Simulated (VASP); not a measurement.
# SiO2 (R-3m) in VASP: further runs

Runs on SiO2. Level: PBE+D3(BJ). Tasks: single point.

Program: VASP 6.6.1. These are calculated values, not measurements. Logs are shortened: lines on timing, memory, paths and dates and some standing lists are left out, and cuts for length are marked.

## (1) The cell of the first run

It takes space group R-3m (No. 166, trigonal). Conventional cell: a = 2.665 Å, b = 2.665 Å, c = 12.686 Å, α = 90.00°, β = 90.00°, γ = 120.00°. Si (site symmetry -3m) has 6 O at 1.79 Å within 2.4 Å. Within 2.4 Å of O (site symmetry 3m) lie 3 Si at 1.79 Å and 3 O at 2.39 Å.

## (2) Single point, PBE+D3(BJ) (8.67 Å³/atom)

INCAR

```
ALGO     = Normal         # electronic algorithm
EDIFF    = 1E-6           # SCF threshold, eV
ENCUT    = 520            # plane-wave cutoff, eV
GGA      = PE             # functional
ISIF     = 2              # what is computed and relaxed
ISMEAR   = 0              # smearing method
IVDW     = 12             # dispersion correction
LASPH    = T              # aspherical terms in the spheres
LCHARG   = F              # write CHGCAR
LREAL    = F              # projectors in reciprocal space
LWAVE    = F              # write WAVECAR
NBANDS   = 15             # bands
NELM     = 60             # most SCF steps
PREC     = Accurate       # precision mode
SIGMA    = 0.02           # smearing width, eV
```

KPOINTS

```
k-points
0
Gamma
  12 12 12
```

POSCAR

```
SiO2
1.0
    1.3327033881      0.7694366599      4.2287036347
   -1.3327033881      0.7694366599      4.2287036347
    0.0000000000     -1.5388733198      4.2287036347
Si O
1 2
Direct
    0.5000000000      0.5000000000      0.5000000000
    0.7614296012      0.7614296012      0.7614296012
    0.2385703988      0.2385703988      0.2385703988
```

Potentials or basis: VASP PAW PBE potentials, release 64 (Si, O).

The run is started by

```console
$ cat potpaw_PBE.64/Si/POTCAR potpaw_PBE.64/O/POTCAR > POTCAR
$ mpirun -np 1 vasp_std > vasp.out
```

OUTCAR:

```text
EDIFF = 1E-6
   ENCUT = 520
   GGA = PE
   ISIF = 2
   ISMEAR = 0
   IVDW = 12
   LASPH = T
   LREAL = F
   NELM = 60
   PREC = Accurate
 IVDW          = 12

 ion  position               nearest neighbor table
   1  0.500  0.500  0.500-   3 1.79   3 1.79   2 1.79   2 1.79   3 1.79   2 1.79
   2  0.761  0.761  0.761-   1 1.79   1 1.79   1 1.79
   3  0.239  0.239  0.239-   1 1.79   1 1.79   1 1.79

  LATTYP: Found a trigonal (rhomboedric) cell.
 ALAT       =     4.5000072805
 COS(alpha) =     0.8245834495

  Lattice vectors:

 A1 = (   1.3327033881,   0.7694366599,   4.2287036347)
 A2 = (  -1.3327033881,   0.7694366599,   4.2287036347)
 A3 = (   0.0000000000,  -1.5388733198,   4.2287036347)

Analysis of symmetry for initial positions (statically):
=====================================================================
 Subroutine PRICEL returns:
 Original cell was already a primitive cell.

 Routine SETGRP: Setting up the symmetry group for a
 trigonal (rhombohedral) supercell.

 Subroutine GETGRP returns: Found 12 space group operations
 (whereof 12 operations were pure point group operations)
 out of a pool of 12 trial point group operations.

The static configuration has the point symmetry D_3d.

Analysis of symmetry for dynamics (positions and initial velocities):
=====================================================================
 Subroutine PRICEL returns:
 Original cell was already a primitive cell.

 Routine SETGRP: Setting up the symmetry group for a
 trigonal (rhombohedral) supercell.

 Subroutine GETGRP returns: Found 12 space group operations
 (whereof 12 operations were pure point group operations)
 out of a pool of 12 trial point group operations.

The dynamic configuration has the point symmetry D_3d.

 Subroutine INISYM returns: Found 12 space group operations
 (whereof 12 operations are pure point group operations),
 and found     1 'primitive' translations

----------------------------------------------------------------------------------------

                                     Primitive cell

  volume of cell :      26.0175

  direct lattice vectors                    reciprocal lattice vectors
     1.332703388  0.769436660  4.228703635     0.375177256  0.216608690  0.078826364
    -1.332703388  0.769436660  4.228703635    -0.375177256  0.216608690  0.078826364
     0.000000000 -1.538873320  4.228703635     0.000000000 -0.433217379  0.078826364

  length of vectors
     4.500007280  4.500007280  4.500007280     0.440330437  0.440330437  0.440330437

  position of ions in fractional coordinates (direct lattice)
     0.500000000  0.500000000  0.500000000
     0.761429601  0.761429601  0.761429601
     0.238570399  0.238570399  0.238570399

  ion indices of the primitive-cell ions
   primitive index   ion index
                 1           1
                 2           2
                 3           3

----------------------------------------------------------------------------------------

 KPOINTS: k-points

Automatic generation of k-mesh.
 Grid dimensions read from file:
 generate k-points for:   12   12   12

 Generating k-lattice:

  Cartesian coordinates                     Fractional coordinates (reciprocal lattice)
     0.031264771  0.018050724  0.006568864     0.083333333 -0.000000000 -0.000000000
    -0.031264771  0.018050724  0.006568864    -0.000000000  0.083333333 -0.000000000
     0.000000000 -0.036101448  0.006568864    -0.000000000 -0.000000000  0.083333333

  Length of vectors
     0.036694203  0.036694203  0.036694203

  Shift w.r.t. Gamma in fractional coordinates (k-lattice)
     0.000000000  0.000000000  0.000000000

 Subroutine IBZKPT returns following result:
 ===========================================

 Found    189 irreducible k-points:

 Following reciprocal coordinates:
            Coordinates               Weight
  0.000000  0.000000  0.000000      1.000000
  0.083333 -0.000000 -0.000000      6.000000
  0.166667  0.000000 -0.000000      6.000000
  0.250000  0.000000 -0.000000      6.000000
  0.333333  0.000000 -0.000000      6.000000
  0.416667  0.000000 -0.000000      6.000000
[... 16 lines left out ...]
  0.500000  0.166667 -0.000000     12.000000
 -0.416667  0.166667  0.000000     12.000000
 [... further k-points ...]
   k-points           NKPTS =    189   k-points in BZ     NKDIM =    189   number of bands    NBANDS=     15
   number of dos      NEDOS =    301   number of ions     NIONS =      3
   total plane-waves  NPLWV =  46656
   dimension x,y,z NGX =    36 NGY =   36 NGZ =   36
   dimension x,y,z NGXF=    72 NGYF=   72 NGZF=   72
   ions per type =               1   2
   NGX,Y,Z   is equivalent  to a cutoff of  13.30, 13.30, 13.30 a.u.
   NGXF,Y,Z  is equivalent  to a cutoff of  26.60, 26.60, 26.60 a.u.
 SYSTEM =  unknown system
   PREC   = accura    normal or accurate (medium, high low for compatibility)
   ISTART =      0    job   : 0-new  1-cont  2-samecut
   ICHARG =      2    charge: 1-file 2-atom 10-const
   ISPIN  =      1    spin polarized calculation?
   LNONCOLLINEAR =      F non collinear calculations
   LSORBIT =      F    spin-orbit coupling
   LASPH  =      T    aspherical Exc in radial PAW
   ENCUT  =  520.0 eV  38.22 Ry    6.18 a.u.   8.37  8.37  8.37*2*pi/ulx,y,z
   NELM   =     60;   NELMIN=  2; NELMDL= -5     # of ELM steps
   EDIFF  = 0.1E-05   stopping-criterion for ELM
   LREAL  =      F    real-space projection
   EDIFFG = 0.1E-04   stopping-criterion for IOM
   NSW    =      0    number of steps for IOM
   IBRION =     -1    ionic relax: 0-MD 1-quasi-New 2-CG
   NFREE  =      0    steps in history (QN), initial steepest desc. (CG)
   ISIF   =      2    stress and relaxation
   ISYM   =      2    0-nonsym 1-usesym 2-fastsym
   POTIM  = 0.5000    time-step for ionic-motion
   TEBEG  =    0.0;   TEEND  =   0.0 temperature during run
   PSTRESS=    0.0 pullay stress
   NELECT =      16.0000    total number of electrons
   NUPDOWN=      -1.0000    fix difference up-down
   EMIN   =  10.00;   EMAX   =-10.00  energy-range for DOS
   EFERMI =   0.00;   METHOD = LEGACY
   ISMEAR =     0;   SIGMA  =   0.02  broadening in eV -4-tet -1-fermi 0-gaus
   EFERMI_NEDOS =   21; number of points for ismear=-14 and -15
   IALGO  =     38    algorithm
   IMIX   =      4    mixing-type and parameters
     AMIX     =   0.40;   BMIX     =  1.00
     AMIX_MAG =   1.60;   BMIX_MAG =  1.00
  volume/ion in A,a.u.               =       8.67        58.52
  Fermi-wavevector in a.u.,A,eV,Ry     =   1.392173  2.630825 26.370072  1.938146
  Thomas-Fermi vector in A             =   2.515941
   LORBIT       =      0    0 simple, 1 ext, 2 COOP (PROOUT), +10 PAW based schemes
   GGA     = PE    functional components
   LHFCALC =     F    Hartree Fock is set to
   AEXX    =    0.0000 exact exchange contribution
   IVDW    =    12    specifies the selected vdW correction
   LEPSILON=     F    determine dielectric tensor
   LRPA    =     F    only Hartree local field effects (RPA)
 non-spin polarized calculation
 Gauss-broadening in eV      SIGMA  =   0.02
  energy-cutoff  :      520.00
  volume of cell :       26.02
 maximum number of plane-waves:       718
 NGX is ok and might be reduce to    36
   NGX = 17   NGY = 17   NGZ = 17

 number of electron      15.9999996 magnetization

 Free energy of the ion-electron system (eV)
  ---------------------------------------------------
  ext. energy  EPLUGINS =         0.00000000
  ---------------------------------------------------
  free energy    TOTEN  =       -22.61429299 eV

  energy without entropy =      -22.61429299  energy(sigma->0) =      -22.61429299

 E-fermi :   5.9110     XC(G=0): -11.4321

 val. band max:        5.7105976120   @ k =  -0.0833   0.0833   0.0000
 cond. band min:      11.9905096545   @ k =   0.0000   0.0000   0.0000
 fundamental gap:      6.2799120425
 Fermi energy:         5.9110446835

 k-point     1 :       0.0000    0.0000    0.0000
  band No.  band energies     occupation
      1     -16.3262      2.00000
      2     -12.1605      2.00000
      3      -0.3789      2.00000
      4       3.0668      2.00000
      5       3.0668      2.00000
      6       4.2649      2.00000
      7       4.2649      2.00000
      8       5.5940      2.00000
      9      11.9905      0.00000
     10      13.6829      0.00000
     11      18.7876      0.00000
     12      18.7876      0.00000
     13      21.4163      0.00000
     14      21.9571      0.00000
     15      21.9571      0.00000

 k-point     2 :       0.0833   -0.0000   -0.0000
  band No.  band energies     occupation
      1     -16.1992      2.00000
      2     -12.1176      2.00000
      3      -0.2736      2.00000
      4       2.4640      2.00000
      5       2.9060      2.00000
      6       3.8248      2.00000
      7       4.2525      2.00000
      8       5.6671      2.00000
      9      12.4762      0.00000
     10      14.0958      0.00000
     11      18.1982      0.00000
     12      19.0339      0.00000
     13      21.3147      0.00000
     14      21.7545      0.00000
     15      22.2363      0.00000
[... 365 lines left out ...]
      3      -2.4241      2.00000
      4      -0.8495      2.00000
      5       0.4295      2.00000
      6       2.1619      2.00000
      7       3.6395      2.00000
      8       4.5359      2.00000
      9      15.1295      0.00000
     10      17.7062      0.00000
     11      19.0269      0.00000
     12      19.4231      0.00000
     13      20.2718      0.00000
     14      21.1669      0.00000
     15      22.3248      0.00000

 k-point    24 :      -0.4167    0.1667    0.0000
  band No.  band energies     occupation
      1     -13.0699      2.00000
      2     -12.2528      2.00000
      3      -2.7161      2.00000
      4      -0.7732      2.00000
      5       0.1126      2.00000
      6       2.0464      2.00000
      7       3.8863      2.00000
      8       4.2759      2.00000
      9      15.0351      0.00000
     10      17.5827      0.00000
     11      19.1943      0.00000
     12      20.2184      0.00000
     13      20.3651      0.00000
     14      20.9544      0.00000
     15      22.4106      0.00000

 [... further k-points ...]

------------------------ aborting loop because EDIFF is reached ----------------------------------------

 Edisp (eV)   -0.62663

 E8    (eV) :    -0.2113

  FORCE on cell =-STRESS in cart. coord.  units (eV):
  Direction    XX          YY          ZZ          XY          YZ          ZX
  --------------------------------------------------------------------------------------
  -------------------------------------------------------------------------------------
  Total       1.29526     1.29526     1.09461     0.00000    -0.00000     0.00000
  in kB      79.76292    79.76292    67.40716     0.00000    -0.00000     0.00000
  external pressure =       75.64 kB  Pullay stress =        0.00 kB

 VOLUME and BASIS-vectors are now :
 -----------------------------------------------------------------------------
  energy-cutoff  :      520.00
  volume of cell :       26.02
      direct lattice vectors                 reciprocal lattice vectors
     1.332703388  0.769436660  4.228703635     0.375177256  0.216608690  0.078826364
    -1.332703388  0.769436660  4.228703635    -0.375177256  0.216608690  0.078826364
     0.000000000 -1.538873320  4.228703635     0.000000000 -0.433217379  0.078826364

 POSITION                                       TOTAL-FORCE (eV/Angst)
 -----------------------------------------------------------------------------------
      0.00000      0.00000      6.34306        -0.000000      0.000000      0.000000
      0.00000      0.00000      9.65958         0.000000     -0.000000     -0.018976
      0.00000      0.00000      3.02653         0.000000      0.000000      0.018976
 -----------------------------------------------------------------------------------
    total drift:                                0.000000     -0.000000      0.000000

  FREE ENERGIE OF THE ION-ELECTRON SYSTEM (eV)
  ---------------------------------------------------
  free  energy   TOTEN  =       -23.2409233908 eV

  energy  without entropy=      -23.2409233908  energy(sigma->0) =      -23.24092339
```

Wall time 2.5 min (1 thread of Intel Xeon Platinum 8175M at 2.50GHz (Skylake/Cascade Lake), shared host); peak memory 0.24 GiB.

What came out:

```yaml
Free_energy: -23.2409 eV
Pressure: 7.6 GPa
Largest_force: 0.019 eV/Å
Band_gap_on_the_k_mesh: 6.28 eV (least direct gap 6.40 eV)
Dispersion_energy_per_atom: -0.209 eV
```

Forces on the atoms (eV/Å):
```
Si   0.000  0.000  0.000
O    0.000  0.000 -0.019
O    0.000  0.000  0.019
```

Stress tensor (GPa, compression positive):
```
7.98 0.00 0.00
0.00 7.98 0.00
0.00 0.00 6.74
```

Levels at points of the mesh, in eV from the valence-band top:
```csv
k point,band 6,band 7,band 8,band 9,band 10,band 11
"(0.00, 0.00, 0.00)",-1.45,-1.45,-0.12,6.28,7.97,13.08
"(0.50, 0.00, 0.00)",-2.56,-2.09,-2.08,7.95,10.52,13.33
"(0.50, 0.50, 0.00)",-2.10,-1.86,-0.96,7.41,9.73,11.62
"(0.50, 0.50, 0.50)",-2.23,-1.54,-1.54,7.31,8.31,13.26
```

Caveat: the cell stands under pressure. A k mesh can miss the band edges.

## (3) Single point, PBE+D3(BJ) (8.96 Å³/atom)

This run uses another cell than the first one, of 8.96 Å³/atom.

INCAR

```
  PREC = Accurate
  ENCUT = 520
  EDIFF = 1E-6
  ISMEAR = 0
  SIGMA = 0.02
  LREAL = F
  LASPH = T
  NELM = 60
  ALGO = Normal
  ISIF = 2
  LWAVE = F
  LCHARG = F
  GGA = PE
  IVDW = 12
  NBANDS = 15
```

KPOINTS

```
Automatic mesh
0
Gamma
  12 12 12
```

POSCAR

```
SiO2
1.0
    1.3372793206      0.7720785757      4.3382687888
   -1.3372793206      0.7720785757      4.3382687888
    0.0000000000     -1.5441571514      4.3382687888
Si O
1 2
Direct
    0.5000000000      0.5000000000      0.5000000000
    0.7631509050      0.7631509050      0.7631509050
    0.2368490950      0.2368490950      0.2368490950
```

Potentials or basis: VASP PAW PBE potentials, release 64 (Si, O).

The run is started by

```console
$ cat potpaw_PBE.64/Si/POTCAR potpaw_PBE.64/O/POTCAR > POTCAR
$ mpirun -np 1 vasp_std > vasp.out
```

It took 2.4 min on 1 thread of Intel Xeon Platinum 8175M at 2.50GHz (Skylake/Cascade Lake), shared host; peak memory 0.24 GiB.

Results (log left out):

```yaml
Free_energy: -23.2704 eV
Pressure: 4.4 GPa
Largest_force: 0.018 eV/Å
Band_gap_on_the_k_mesh: 6.21 eV (least direct gap 6.37 eV)
Dispersion_energy_per_atom: -0.201 eV
```

Forces in eV/Å, atoms in the order of the input:
```
Si   0.000  0.000  0.000
O    0.000  0.000 -0.018
O    0.000  0.000  0.018
```

Stress tensor (GPa, compression positive):
```
4.78 0.00 0.00
0.00 4.78 0.00
0.00 0.00 3.59
```

Levels at points of the mesh, in eV from the valence-band top:
```csv
k point,band 5,band 6,band 7,band 8,band 9,band 10,band 11,band 12
"(0.00, 0.00, 0.00)",-2.53,-1.37,-1.37,-0.16,6.21,8.02,13.07,13.07
"(0.50, 0.00, 0.00)",-4.24,-2.40,-1.94,-1.88,7.91,10.50,13.29,14.82
"(0.50, 0.50, 0.00)",-4.34,-2.03,-1.78,-0.94,7.47,9.74,11.71,15.27
"(0.50, 0.50, 0.50)",-2.48,-2.01,-1.44,-1.44,7.21,8.27,13.22,13.22
```

Caveat: the cell stands under pressure.

## (4) Single point, PBE+D3(BJ) (9.24 Å³/atom)

This run uses another cell than the first one, of 9.24 Å³/atom.

INCAR

```
  PREC = Accurate
  ENCUT = 520
  EDIFF = 1E-7
  ISMEAR = 0
  SIGMA = 0.02
  LREAL = False
  LASPH = True
  NELM = 100
  ALGO = Normal
  ISIF = 2
  LWAVE = False
  LCHARG = False
  GGA = PE
  IVDW = 12
  NBANDS = 15
```

KPOINTS

```
regular mesh
0
Gamma
  12 12 12
```

POSCAR

```
SiO2
1.0
    1.3410317087      0.7742450180      4.4517062670
   -1.3410317087      0.7742450180      4.4517062670
    0.0000000000     -1.5484900360      4.4517062670
Si O
1 2
Direct
    0.5000000000      0.5000000000      0.5000000000
    0.7648752520      0.7648752520      0.7648752520
    0.2351247480      0.2351247480      0.2351247480
```

The run is started by

```console
$ cat potpaw_PBE.64/Si/POTCAR potpaw_PBE.64/O/POTCAR > POTCAR
$ mpirun -np 1 vasp_std > vasp.out
```

Run time: 2.5 min. Hardware: 1 thread of Intel Xeon Platinum 8175M at 2.50GHz (Skylake/Cascade Lake), shared host; peak memory 0.24 GiB.

The run converged. Its results:

| Property | Result |
| --- | --- |
| Free energy | -23.2855 eV |
| Pressure | 2.1 GPa |
| Largest force | 0.013 eV/Å |
| Band gap on the k mesh | 6.16 eV (least direct gap 6.36 eV) |
| Dispersion energy per atom | -0.194 eV |

Forces in eV/Å, atoms in the order of the input:
```
Si   0.000  0.000  0.000
O    0.000  0.000 -0.013
O    0.000  0.000  0.013
```

Stress tensor (GPa, compression positive):
```
2.41 0.00 0.00
0.00 2.41 0.00
0.00 0.00 1.38
```

Levels at points of the mesh, in eV from the valence-band top:
```csv
k point,band 4,band 5,band 6,band 7,band 8,band 9,band 10,band 11,band 12,band 13
"(0.00, 0.00, 0.00)",-2.43,-2.43,-1.30,-1.30,-0.20,6.16,8.07,13.08,13.08,14.47
"(0.50, 0.00, 0.00)",-6.50,-4.16,-2.26,-1.83,-1.69,7.89,10.49,13.26,14.73,15.42
"(0.50, 0.50, 0.00)",-6.76,-4.23,-1.97,-1.71,-0.92,7.52,9.77,11.79,15.17,15.27
"(0.50, 0.50, 0.50)",-2.40,-2.40,-1.82,-1.36,-1.36,7.13,8.24,13.20,13.20,13.49
```

A k mesh can miss the band edges.

## (5) Overview

| cell | gap on the mesh (eV) | pressure (GPa) | largest force (eV/Å) |
| --- | --- | --- | --- |
| a = 4.500 Å, angles 34.5°, 3 atoms, atomic positions A | 6.28 | 7.6 | 0.02 |
| a = 4.605 Å, angles 33.8°, 3 atoms, atomic positions B | 6.21 | 4.4 | 0.02 |
| a = 4.713 Å, angles 33.1°, 3 atoms, atomic positions C | 6.16 | 2.1 | 0.01 |

Alike in all rows: task single point; level PBE+D3(BJ); potentials or basis VASP PAW PBE potentials, release 64 (Si, O); no spin polarisation; k mesh 12 × 12 × 12; cutoff (eV) 520; smearing gaussian 0.02 eV.

Caveats: the cell stands under pressure (at least some runs).

Absolute energies hang on the potentials; compare differences alone.
